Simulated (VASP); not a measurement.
**Y3Ge6S: single point with PBE**

Crystal: Y3Ge6S.

```xyz
10
Lattice="0.0000 4.8709 4.8709 4.8709 0.0000 4.8709 4.8709 4.8709 0.0000" Properties=species:S:1:pos:R:3 pbc="T T T"
Y     4.8709    4.8709    4.8709
Y     2.4354    2.4354    2.4354
Y     7.3063    7.3063    7.3063
Ge    2.4555    4.8709    4.8709
Ge    7.2863    4.8709    4.8709
Ge    4.8709    2.4555    4.8709
Ge    4.8709    7.2863    4.8709
Ge    4.8709    4.8709    2.4555
Ge    4.8709    4.8709    7.2863
S     0.0000    0.0000    0.0000
```

The cell was built from a structure type or drawn by symmetry, and may not be a known phase.

```json
{
 "Program": "VASP 6.6.1",
 "Task": "single point",
 "Functional": "PBE",
 "Potentials or basis": "VASP PAW PBE potentials, release 64 (Y_sv, Ge_d, S)",
 "Cutoff": "520 eV",
 "k mesh": "4 × 4 × 4",
 "Occupations": "gaussian, width 0.1 eV",
 "Spin": "no spin polarisation"
}
```

- Pressure: 5.9 GPa
- Largest force: 3.322 eV/Å
- Band gap on the k mesh: zero (an odd number of electrons rules out a gap without spin polarisation)

Forces in eV/Å, atoms in the order of the input:
```
Y    0.000  0.000  0.000
Y    0.000  0.000  0.000
Y    0.000  0.000  0.000
Ge  -3.322  0.000  0.000
Ge   3.322  0.000  0.000
Ge   0.000 -3.322  0.000
Ge   0.000  3.322  0.000
Ge   0.000  0.000 -3.322
Ge   0.000  0.000  3.322
S    0.000  0.000  0.000
```

Levels at points of the mesh, in eV from the Fermi level:
| k point | band 59 | band 60 | band 61 | band 62 | band 63 | band 64 |
| --- | --- | --- | --- | --- | --- | --- |
| (0.00, 0.00, 0.00) | 0.18 | 0.18 | 0.18 | 0.76 | 0.96 | 0.96 |
| (0.50, 0.00, 0.00) | -0.39 | -0.39 | 0.66 | 0.66 | 1.19 | 1.35 |
| (0.50, 0.50, 0.00) | -0.96 | -0.74 | -0.49 | -0.39 | -0.39 | -0.36 |

Wall time 11 min on 1 thread of Intel Xeon 8259CL, with other jobs on the host, peak memory 0.47 GiB.

Caveat: the cell stands under pressure; forces of over 1 eV/Å act on the atoms, so gaps and moduli don't describe the material at rest.
